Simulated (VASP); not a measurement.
Runs of VASP 6.6.1 on Ti. The structure is that of space group Pm-3m (No. 221), or close to it. The cells are those of the table. 

| task | cell | k mesh for the DOS | occupations for the DOS | gap on the mesh (eV) | pressure (GPa) |
| --- | --- | --- | --- | --- | --- |
| single point | a = 1.879 Å, 1 atom | - | - | none | 530.7 |
| single point | a = 2.550 Å, 1 atom | - | - | none | (a) |
| single point | a = 2.317 Å, 1 atom | - | - | none | 45.6 |
| single point | a = 2.507 Å, 1 atom | - | - | none | 5.2 |
| single point | a = 1.954 Å, 1 atom | - | - | none | (b) |
| single point | a = 2.089 Å, 1 atom | - | - | none | 167.4 |

Alike in all rows: level LDA; potentials or basis VASP PAW LDA potentials, release 64 (Ti_sv); no spin polarisation; k mesh 15 × 15 × 15; cutoff (eV) 520; smearing fermi-dirac 0.05 eV.

Task: Fill in the values left out.

Result: (a) 0.0; (b) 349.3.

A gap of «none» marks levels without a gap at the run's occupations.
